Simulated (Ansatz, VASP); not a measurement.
**One calculation of Rh, two programs**

```
CELL_PARAMETERS angstrom
0.00000 1.92657 1.92657
1.92657 0.00000 1.92657
1.92657 1.92657 0.00000
ATOMIC_POSITIONS crystal
Rh 0.00000 0.00000 0.00000
```

Change from the starting cell: volume scaled by 1.04, PAW files.

Alike in both runs: task electric field gradients; functional PBE; k mesh 16 × 16 × 16; occupations fermi-dirac, width 0.08 eV; no spin polarisation.

|  | VASP | Ansatz |
| --- | --- | --- |
| version | VASP 6.6.1 | Ansatz 0.2.0 |
| potentials or method | VASP PAW PBE potentials, release 64 (Rh_pv) | PAW with Ansatz's default frozen-core files, scalar-relativistic |
| plane-wave cutoff (eV) | 520 | 420 |
| valence electrons in the cell | 15 | 17 |

```tsv
	VASP	Ansatz	Ansatz less VASP
pressure (GPa)	-4.1	-4.2	-0.04
```

VASP's potentials hold 15 valence electrons a cell and Ansatz's 17, so a difference there can come from the potentials and not from the codes.
